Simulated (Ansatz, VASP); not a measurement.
One calculation of CaSb, two programs

```
Ca Sb
1.0
     5.17038    0.00000    0.00000
    -2.58519    4.47768    0.00000
     0.00000    0.00000    7.61801
Ca Sb
2 2
Direct
  0.00000 0.00000 0.27395
  0.00000 0.00000 0.72605
  0.33333 0.66667 0.50000
  0.66667 0.33333 0.50000
```

Alike in both runs: functional PBE; k mesh 12 × 12 × 6; occupations gaussian, width 0.1 eV; no spin polarisation.

Ansatz relaxed the structure, and its values are those at the end. VASP's run is a single point on that final structure, the one shown.

|  | VASP | Ansatz |
| --- | --- | --- |
| version | VASP 6.6.1 | Ansatz 0.2.0 |
| potentials or method | VASP PAW PBE potentials, release 64 (Ca_sv, Sb), cutoff 520 eV | scalar-relativistic, plane waves, PAW |
| valence electrons in the cell | 30 | 50 |

```tsv
	VASP	Ansatz	Ansatz less VASP
gap on the k mesh at the Fermi level (eV)	none	none	-
pressure (GPa)	0.1	0.0	-0.06
rms of the force components (eV/Å)	0.003	0.004	+0.0009
```

A gap of «none» marks a metal or a gap that the smearing closes. VASP's potentials hold 30 valence electrons a cell and Ansatz's 50, so a difference there can come from the potentials and not from the codes.

Spin-orbit coupling is off throughout.
